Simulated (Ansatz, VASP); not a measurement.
**Two plane-wave programs on Sc3Hg**

```xyz
4
Lattice="4.4647 0.0000 0.0000 0.0000 4.4647 0.0000 0.0000 0.0000 4.4647" Properties=species:S:1:pos:R:3 pbc="T T T"
Sc    0.0000    2.2323    2.2323
Sc    2.2323    0.0000    2.2323
Sc    2.2323    2.2323    0.0000
Hg    0.0000    0.0000    0.0000
```

Alike in both runs: task single point; functional LDA; k mesh 5 × 5 × 5; occupations fermi-dirac, width 0.05 eV; no spin polarisation.

|  | VASP | Ansatz |
| --- | --- | --- |
| version | VASP 6.6.1 | Ansatz 0.2.0 |
| potentials or method | VASP PAW LDA potentials, release 64 (Sc_sv, Hg) | plane waves, PAW |
| plane-wave cutoff (eV) | 520 | 420 |
| valence electrons in the cell | 45 | 53 |

```csv
,VASP,Ansatz,Ansatz less VASP
gap on the k mesh at the Fermi level (eV),none,none,-
pressure (GPa),-5.3,-5.5,-0.27
```

LDA's correlation is that of Perdew and Zunger in VASP and of Perdew and Wang (1992) in Ansatz. A gap of «none» marks a metal or a gap that the smearing closes. VASP's potentials hold 45 valence electrons a cell and Ansatz's 53, so a difference there can come from the potentials and not from the codes.

Neither program's run includes spin-orbit coupling.
